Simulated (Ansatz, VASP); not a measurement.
# One calculation of Ta4Ge, two programs

```
CELL_PARAMETERS angstrom
-3.57948 3.57948 1.74213
3.57948 -3.57948 1.74213
3.57948 3.57948 -1.74213
ATOMIC_POSITIONS crystal
Ta 0.59295 0.79930 0.39224
Ta 0.40705 0.20070 0.60776
Ta 0.79930 0.40705 0.20635
Ta 0.20070 0.59295 0.79365
Ge 0.00000 0.00000 0.00000
```

Alike in both runs: task single point; functional r2SCAN; k mesh 10 × 10 × 10; occupations gaussian, width 0.1 eV; no spin polarisation.

```csv
,VASP,Ansatz
version,VASP 6.6.1,Ansatz 0.2.0
potentials or method,"VASP PAW PBE potentials, release 64 (Ta_pv, Ge_d), cutoff 520 eV","scalar-relativistic, plane waves, PAW"
valence electrons in the cell,58,66
```

Ansatz gave:

```
gap on the k mesh at the Fermi level (eV)                     : none
pressure (GPa)                                                : -3.0
traceless stress, the component that is largest in VASP (GPa) : 0.24
rms of the force components (eV/Å)                            : 0.020
```

Task: Which values does VASP return?

Result: gap on the k mesh at the Fermi level (eV): none; pressure (GPa): -2.6; traceless stress, the component that is largest in VASP (GPa): 0.26; rms of the force components (eV/Å): 0.018.

VASP's potentials were made for PBE, not for r2SCAN. Atom by atom the forces differ by 0.005 eV/Å (rms over components). A gap of «none» marks a metal or a gap that the smearing closes. VASP's potentials hold 58 valence electrons a cell and Ansatz's 66, so a difference there can come from the potentials and not from the codes.

Neither program's run includes spin-orbit coupling.
